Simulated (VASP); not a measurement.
# TlGa2 (P6_3/mmc) in VASP: further runs

The runs below take TlGa2 through relaxation of cell and atoms, single point, with PBE.

Program: VASP 6.6.1. These are calculated values, not measurements. Logs are shortened: lines on timing, memory, paths and dates and some standing lists are left out, and cuts for length are marked.

## (1) The cell of the first run

It takes space group P6_3/mmc (No. 194, hexagonal). The conventional cell has a = 3.297 Å, b = 3.297 Å, c = 12.823 Å, α = 90.00°, β = 90.00°, γ = 120.00°. Within 3.3 Å of Tl (site symmetry -6m2) lie 6 Ga at 2.47 Å and 6 Tl at 3.30 Å. Within 3.3 Å of Ga (site symmetry 3m) lie 3 Tl at 2.47 Å and 7 Ga at 3.14 to 3.30 Å.

## (2) Relaxation of cell and atoms, PBE

INCAR reads:

```
SYSTEM = TlGa2
ALGO = Fast ; EDIFF = 1E-7
EDIFFG = -0.04 ; ENCUT = 600
GGA = PE ; IBRION = 2
ISIF = 3 ; ISMEAR = 0
LASPH = .TRUE. ; LCHARG = .FALSE.
LREAL = .FALSE. ; LWAVE = .FALSE.
NELM = 100 ; NSW = 90
PREC = Accurate ; SIGMA = 0.1
```

KPOINTS reads:

```
k-points
0
G
  6 6 2
  0 0 0
```

POSCAR reads:

```
TlGa2
1.0
    3.2966723957      0.0000000000      0.0000000000
   -1.6483361978      2.8550020426      0.0000000000
    0.0000000000      0.0000000000     12.8227037546
Tl Ga
2 4
Direct
    0.3333333333      0.6666666667      0.2500000000
    0.6666666667      0.3333333333      0.7500000000
    0.3333333333      0.6666666667      0.6275000000
    0.6666666667      0.3333333333      0.1275000000
    0.3333333333      0.6666666667      0.8725000000
    0.6666666667      0.3333333333      0.3725000000
```

Potentials or basis: VASP PAW PBE potentials, release 64 (Tl_d, Ga_d).

Launch:

```bash
cat potpaw_PBE.64/Tl_d/POTCAR potpaw_PBE.64/Ga_d/POTCAR > POTCAR
mpirun -np 1 vasp_std > vasp.out
```

OUTCAR:

```text
SYSTEM = TlGa2
   EDIFF = 1E-7
   EDIFFG = -0.04
   ENCUT = 600
   GGA = PE
   IBRION = 2
   ISIF = 3
   ISMEAR = 0
   LASPH = .TRUE.
   LREAL = .FALSE.
   NELM = 100
   NSW = 90
   PREC = Accurate

 ion  position               nearest neighbor table
   1  0.333  0.667  0.250-   4 2.47   6 2.47   4 2.47   6 2.47   4 2.47   6 2.47
   2  0.667  0.333  0.750-   3 2.47   5 2.47   3 2.47   5 2.47   3 2.47   5 2.47
   3  0.333  0.667  0.627-   2 2.47   2 2.47   2 2.47
   4  0.667  0.333  0.127-   1 2.47   1 2.47   1 2.47
   5  0.333  0.667  0.873-   2 2.47   2 2.47   2 2.47
   6  0.667  0.333  0.373-   1 2.47   1 2.47   1 2.47

  LATTYP: Found a hexagonal cell.
 ALAT       =     3.2966723957
 C/A-ratio  =     3.8895899305

  Lattice vectors:

 A1 = (   3.2966723957,   0.0000000000,   0.0000000000)
 A2 = (  -1.6483361978,   2.8550020426,   0.0000000000)
 A3 = (   0.0000000000,   0.0000000000,  12.8227037546)

Analysis of symmetry for initial positions (statically):
=====================================================================
 Subroutine PRICEL returns:
 Original cell was already a primitive cell.

 Routine SETGRP: Setting up the symmetry group for a
 hexagonal supercell.

 Subroutine GETGRP returns: Found 24 space group operations
 (whereof 12 operations were pure point group operations)
 out of a pool of 24 trial point group operations.

The static configuration has the point symmetry D_3d.
 The point group associated with its full space group is D_6h.

Analysis of symmetry for dynamics (positions and initial velocities):
=====================================================================
 Subroutine PRICEL returns:
 Original cell was already a primitive cell.

 Routine SETGRP: Setting up the symmetry group for a
 hexagonal supercell.

 Subroutine GETGRP returns: Found 24 space group operations
 (whereof 12 operations were pure point group operations)
 out of a pool of 24 trial point group operations.

The dynamic configuration has the point symmetry D_3d.
 The point group associated with its full space group is D_6h.

 Subroutine INISYM returns: Found 24 space group operations
 (whereof 12 operations are pure point group operations),
 and found     1 'primitive' translations

----------------------------------------------------------------------------------------

                                     Primitive cell

  volume of cell :     120.6874

  direct lattice vectors                    reciprocal lattice vectors
     3.296672396  0.000000000  0.000000000     0.303336177  0.175131223  0.000000000
    -1.648336198  2.855002043  0.000000000     0.000000000  0.350262446  0.000000000
     0.000000000  0.000000000 12.822703755     0.000000000  0.000000000  0.077986673

  length of vectors
     3.296672396  3.296672396 12.822703755     0.350262446  0.350262446  0.077986673

  position of ions in fractional coordinates (direct lattice)
     0.333333333  0.666666667  0.250000000
     0.666666667  0.333333333  0.750000000
     0.333333333  0.666666667  0.627500000
     0.666666667  0.333333333  0.127500000
     0.333333333  0.666666667  0.872500000
     0.666666667  0.333333333  0.372500000

  ion indices of the primitive-cell ions
   primitive index   ion index
                 1           1
                 2           2
                 3           3
                 4           4
                 5           5
                 6           6

----------------------------------------------------------------------------------------

 KPOINTS: k-points

Automatic generation of k-mesh.
 Grid dimensions read from file:
 generate k-points for:    6    6    2

 Generating k-lattice:

  Cartesian coordinates                     Fractional coordinates (reciprocal lattice)
     0.050556029  0.029188537  0.000000000     0.166666667  0.000000000  0.000000000
     0.000000000  0.058377074  0.000000000     0.000000000  0.166666667  0.000000000
     0.000000000  0.000000000  0.038993336     0.000000000  0.000000000  0.500000000

  Length of vectors
     0.058377074  0.058377074  0.038993336

  Shift w.r.t. Gamma in fractional coordinates (k-lattice)
     0.000000000  0.000000000  0.000000000

 Subroutine IBZKPT returns following result:
 ===========================================

 Found     14 irreducible k-points:

 Following reciprocal coordinates:
            Coordinates               Weight
  0.000000  0.000000  0.000000      1.000000
  0.166667  0.000000  0.000000      6.000000
  0.333333  0.000000  0.000000      6.000000
  0.500000  0.000000  0.000000      3.000000
  0.166667  0.166667  0.000000      6.000000
  0.333333  0.166667  0.000000     12.000000
  0.333333  0.333333  0.000000      2.000000
  0.000000  0.000000  0.500000      1.000000
  0.166667  0.000000  0.500000      6.000000
  0.333333  0.000000  0.500000      6.000000
  0.500000  0.000000  0.500000      3.000000
  0.166667  0.166667  0.500000      6.000000
  0.333333  0.166667  0.500000     12.000000
  0.333333  0.333333  0.500000      2.000000
   k-points           NKPTS =     14   k-points in BZ     NKDIM =     14   number of bands    NBANDS=     46
   number of dos      NEDOS =    301   number of ions     NIONS =      6
   total plane-waves  NPLWV =  84672
   dimension x,y,z NGX =    28 NGY =   28 NGZ =  108
   dimension x,y,z NGXF=    56 NGYF=   56 NGZF=  216
   ions per type =               2   4
   NGX,Y,Z   is equivalent  to a cutoff of  14.12, 14.12, 14.00 a.u.
   NGXF,Y,Z  is equivalent  to a cutoff of  28.24, 28.24, 28.00 a.u.
 SYSTEM =  TlGa2
   PREC   = accura    normal or accurate (medium, high low for compatibility)
   ISTART =      0    job   : 0-new  1-cont  2-samecut
   ICHARG =      2    charge: 1-file 2-atom 10-const
   ISPIN  =      1    spin polarized calculation?
   LNONCOLLINEAR =      F non collinear calculations
   LSORBIT =      F    spin-orbit coupling
   LASPH  =      T    aspherical Exc in radial PAW
   ENCUT  =  600.0 eV  44.10 Ry    6.64 a.u.   6.58  6.58 25.61*2*pi/ulx,y,z
   NELM   =    100;   NELMIN=  2; NELMDL= -5     # of ELM steps
   EDIFF  = 0.1E-06   stopping-criterion for ELM
   LREAL  =      F    real-space projection
   EDIFFG = -.4E-01   stopping-criterion for IOM
   NSW    =     90    number of steps for IOM
   IBRION =      2    ionic relax: 0-MD 1-quasi-New 2-CG
   NFREE  =      1    steps in history (QN), initial steepest desc. (CG)
   ISIF   =      3    stress and relaxation
   ISYM   =      2    0-nonsym 1-usesym 2-fastsym
   POTIM  = 0.5000    time-step for ionic-motion
   TEBEG  =    0.0;   TEEND  =   0.0 temperature during run
   PSTRESS=    0.0 pullay stress
   NELECT =      78.0000    total number of electrons
   NUPDOWN=      -1.0000    fix difference up-down
   EMIN   =  10.00;   EMAX   =-10.00  energy-range for DOS
   EFERMI =   0.00;   METHOD = LEGACY
   ISMEAR =     0;   SIGMA  =   0.10  broadening in eV -4-tet -1-fermi 0-gaus
   EFERMI_NEDOS =   21; number of points for ismear=-14 and -15
   IALGO  =     68    algorithm
   IMIX   =      4    mixing-type and parameters
     AMIX     =   0.40;   BMIX     =  1.00
     AMIX_MAG =   1.60;   BMIX_MAG =  1.00
  volume/ion in A,a.u.               =      20.11       135.74
  Fermi-wavevector in a.u.,A,eV,Ry     =   1.415421  2.674759 27.258153  2.003418
  Thomas-Fermi vector in A             =   2.536862
   LORBIT       =      0    0 simple, 1 ext, 2 COOP (PROOUT), +10 PAW based schemes
   GGA     = PE    functional components
   LHFCALC =     F    Hartree Fock is set to
   AEXX    =    0.0000 exact exchange contribution
   IVDW    =     0    specifies the selected vdW correction
   LEPSILON=     F    determine dielectric tensor
   LRPA    =     F    only Hartree local field effects (RPA)
 conjugate gradient relaxation of ions
 non-spin polarized calculation
 RMM-DIIS sequential band-by-band and
 Gauss-broadening in eV      SIGMA  =   0.10
  energy-cutoff  :      600.00
  volume of cell :      120.69
 maximum number of plane-waves:      4108
 NGX is ok and might be reduce to    28
   NGX = 13   NGY = 13   NGZ = 51

--------------------------------------- Ionic step        1  -------------------------------------------

 number of electron      77.9999976 magnetization

 Free energy of the ion-electron system (eV)
  ---------------------------------------------------
  ext. energy  EPLUGINS =         0.00000000
  ---------------------------------------------------
  free energy    TOTEN  =        -7.30989312 eV

  energy without entropy =       -7.29743510  energy(sigma->0) =       -7.30366411

------------------------ aborting loop because EDIFF is reached ----------------------------------------

  FORCE on cell =-STRESS in cart. coord.  units (eV):
  Direction    XX          YY          ZZ          XY          YZ          ZX
  --------------------------------------------------------------------------------------
  -------------------------------------------------------------------------------------
  Total       29.0162292     29.0162292     29.4336948      0.0000000      0.0000000      0.0000000
  in kB      385.2030633    385.2030633    390.7450997      0.0000000      0.0000000      0.0000000
  external PRESSURE =     387.0504088 kB  Pullay stress =       0.0000000 kB
[... 101 lines left out ...]
  FREE ENERGIE OF THE ION-ELECTRON SYSTEM (eV)
  ---------------------------------------------------
  free  energy   TOTEN  =       -13.6202242068 eV

  energy  without entropy=      -13.5886357052  energy(sigma->0) =      -13.60442996

 E-fermi :   3.8664     XC(G=0):  -9.4194

 val. band max:        3.8315548655   @ k =   0.3333   0.0000   0.5000
 cond. band min:       3.8892338120   @ k =   0.3333   0.1667   0.0000
 fundamental gap:      0.0576789465
 Fermi energy:         3.8663960546

 k-point     1 :       0.0000    0.0000    0.0000
  band No.  band energies     occupation
      1     -10.9928      2.00000
      2     -10.9922      2.00000
      3     -10.9887      2.00000
      4     -10.9887      2.00000
      5     -10.9836      2.00000
      6     -10.9836      2.00000
[... 675 lines left out ...]
     45       5.3792      0.00000
     46       5.3792      0.00000

 E-fermi :   4.6666     XC(G=0):  -9.9829

 val. band max:        4.6635249665   @ k =   0.5000   0.0000   0.5000
 cond. band min:       4.6667758786   @ k =   0.3333   0.0000   0.0000
 fundamental gap:      0.0032509121
 Fermi energy:         4.6665909936

 k-point     1 :       0.0000    0.0000    0.0000
  band No.  band energies     occupation
      1     -10.1757      2.00000
      2     -10.1742      2.00000
      3     -10.1641      2.00000
      4     -10.1641      2.00000
      5     -10.1639      2.00000
      6     -10.1639      2.00000
[... 675 lines left out ...]
     45       5.6234      0.00000
     46       5.6234      0.00000

[... ionic steps 4 to 23 ...]

--------------------------------------- Ionic step       24  -------------------------------------------

 number of electron      78.0000001 magnetization

------------------------ aborting loop because EDIFF is reached ----------------------------------------

  FORCE on cell =-STRESS in cart. coord.  units (eV):
  Direction    XX          YY          ZZ          XY          YZ          ZX
  --------------------------------------------------------------------------------------
  -------------------------------------------------------------------------------------
  Total        0.0942186      0.0942186     -0.0658831      0.0000000      0.0000000     -0.0000000
  in kB        1.0644699      1.0644699     -0.7443389      0.0000000      0.0000000     -0.0000000
  external PRESSURE =       0.4615336 kB  Pullay stress =       0.0000000 kB
[... 65 lines left out ...]
  energy  without entropy=      -15.5269853347  energy(sigma->0) =      -15.53370260

--------------------------------------- Ionic step       26  -------------------------------------------

 number of electron      77.9999975 magnetization

 Free energy of the ion-electron system (eV)
  ---------------------------------------------------
  ext. energy  EPLUGINS =         0.00000000
  ---------------------------------------------------
  free energy    TOTEN  =       -15.54136967 eV

  energy without entropy =      -15.52800959  energy(sigma->0) =      -15.53468963

 E-fermi :   5.3111     XC(G=0): -10.3377

 val. band max:        5.2907969470   @ k =   0.3333   0.1667   0.0000
 cond. band min:       5.3568195283   @ k =   0.3333   0.3333   0.5000
 fundamental gap:      0.0660225813
 Fermi energy:         5.3111239130

 k-point     1 :       0.0000    0.0000    0.0000
  band No.  band energies     occupation
      1      -9.5509      2.00000
      2      -9.5493      2.00000
      3      -9.5202      2.00000
      4      -9.5202      2.00000
      5      -9.5200      2.00000
      6      -9.5200      2.00000
[... 708 lines left out ...]
  FREE ENERGIE OF THE ION-ELECTRON SYSTEM (eV)
  ---------------------------------------------------
  free  energy   TOTEN  =       -15.5413696667 eV

  energy  without entropy=      -15.5280095883  energy(sigma->0) =      -15.53468963

 reached required accuracy - stopping structural energy minimisation
```

Run time: 23 min. Hardware: 1 thread of Intel Xeon 6975P-C (Granite Rapids), shared host; peak memory 0.36 GiB.

What came out:

- Free energy: -15.5414 eV
- Relaxed volume: 23.69 Å³/atom
- Relaxed cell: a = 3.226 Å, b = 3.226 Å, c = 15.765 Å, α = 90.00°, β = 90.00°, γ = 120.00°
- Space group after relaxing (to 0.1 Å): P6_3/mmc (No. 194)
- Energy gained by relaxing: 1371.9 meV/atom
- Ionic steps: 26
- Pressure after relaxing: 0.0 GPa
- Largest force after relaxing: 0.018 eV/Å
- Band gap on the k mesh: zero (bands 39 and 40 overlap by 4.93 eV)

Forces in eV/Å, atoms in the order of the input:
```
Tl   0.000  0.000  0.000
Tl   0.000  0.000  0.000
Ga   0.000  0.000 -0.018
Ga   0.000  0.000 -0.018
Ga   0.000  0.000  0.018
Ga   0.000  0.000  0.018
```

Step by step:
```tsv
step	energy change (eV)	largest force (eV/Å)	pressure (GPa)	volume (Å³)
1	0.0000	5.5602	38.71	120.69
2	-5.6429	0.0279	-4.09	227.01
3	-6.3103	0.6919	-0.30	179.77
4	-6.3194	0.5904	-1.05	184.64
5	-6.3195	0.6206	-0.84	183.17
6	-6.4123	0.6537	-0.74	179.74
7	-6.7076	0.8014	-0.52	169.70
8	-7.3571	0.8902	0.32	150.63
9	-7.1660	0.9352	13.38	116.46
10	-7.6497	0.8049	1.79	140.58
11	-7.8181	0.4006	5.49	128.19
12	-7.8270	0.5339	4.58	130.41
13	-7.8867	0.3971	4.53	130.18
14	-7.9716	0.0799	4.69	129.47
15	-8.0384	0.0459	3.63	131.73
16	-8.1535	0.0497	1.02	138.66
17	-8.1016	0.2078	-2.28	153.18
18	-8.1714	0.1167	-0.30	143.66
19	-8.1715	0.1127	-0.24	143.37
20	-8.1778	0.1158	-0.21	143.25
21	-8.1983	0.1228	-0.17	142.87
22	-8.2275	0.0867	-0.03	142.04
23	-8.2288	0.0726	0.05	141.69
24	-8.2292	0.0786	0.05	141.81
25	-8.2305	0.0519	-0.02	141.95
26	-8.2315	0.0176	0.00	142.13
```

Final structure:
```
CELL_PARAMETERS angstrom
3.22647 0.00000 0.00000
-1.61323 2.79420 0.00000
0.00000 0.00000 15.76516
ATOMIC_POSITIONS crystal
Tl 0.33333 0.66667 0.25000
Tl 0.66667 0.33333 0.75000
Ga 0.33333 0.66667 0.57219
Ga 0.66667 0.33333 0.07219
Ga 0.33333 0.66667 0.92781
Ga 0.66667 0.33333 0.42781
```

Caveat: the k points lie up to 0.37 Å⁻¹ apart in the final cell, too coarse for converged energies and pressures of a metal; the volume moved by over 15 % at a fixed basis, so the end points are rough; spin-orbit coupling is left out, which moves the levels of the heavy elements.

## (3) Single point, PBE

This run uses another cell than the first one, of 23.92 Å³/atom.

INCAR reads:

```
SYSTEM = TlGa2
PREC = Accurate
ENCUT = 520
EDIFF = 1E-6
ISMEAR = 0
SIGMA = 0.1
LREAL = .FALSE.
LASPH = .TRUE.
NELM = 60
ALGO = Fast
ISIF = 2
LWAVE = .FALSE.
LCHARG = .FALSE.
GGA = PE
NBANDS = 48
```

KPOINTS reads:

```
Automatic mesh
0
G
  12 12 4
  0 0 0
```

POSCAR reads:

```
TlGa2
1.0
    3.3147864893      0.0000000000      0.0000000000
   -1.6573932446      2.8706893078      0.0000000000
    0.0000000000      0.0000000000     15.0840361209
Tl Ga
2 4
Direct
    0.3333333333      0.6666666667      0.2500000000
    0.6666666667      0.3333333333      0.7500000000
    0.3333333333      0.6666666667      0.5700844680
    0.6666666667      0.3333333333      0.0700844680
    0.3333333333      0.6666666667      0.9299155320
    0.6666666667      0.3333333333      0.4299155320
```

Potentials or basis: VASP PAW PBE potentials, release 64 (Tl_d, Ga_d).

Launch:

```bash
cat potpaw_PBE.64/Tl_d/POTCAR potpaw_PBE.64/Ga_d/POTCAR > POTCAR
mpirun -np 1 vasp_std > vasp.out
```

It took 3.5 min on 1 thread of Intel Xeon 6975P-C (Granite Rapids), shared host; peak memory 0.49 GiB.

The run converged. Its results:

```yaml
Free_energy: -15.4772 eV
Pressure: 0.0 GPa
Largest_force: 0.006 eV/Å
Band_gap_on_the_k_mesh: zero (bands 39 and 40 overlap by 5.76 eV)
```

Forces in eV/Å, atoms in the order of the input:
```
Tl   0.000  0.000  0.000
Tl   0.000  0.000  0.000
Ga   0.000  0.000  0.006
Ga   0.000  0.000  0.006
Ga   0.000  0.000 -0.006
Ga   0.000  0.000 -0.006
```

Levels at points of the mesh, in eV from the Fermi level:
```
           k point  band 37  band 38  band 39  band 40  band 41  band 42
(0.00, 0.00, 0.00)    -2.82     1.24     1.77     6.80     6.84     6.84
(0.50, 0.00, 0.00)    -2.70    -2.22    -1.88    -0.86     0.11     1.10
(0.00, 0.00, 0.50)    -1.07    -1.07     4.35     4.35     6.89     6.89
(0.50, 0.00, 0.50)    -2.55    -2.55    -1.18    -1.18     0.16     0.16
```

Caveat: spin-orbit coupling is left out, which moves the levels of the heavy elements.

The gap in the log of VASP goes by the Fermi energy; the results here count the filled bands.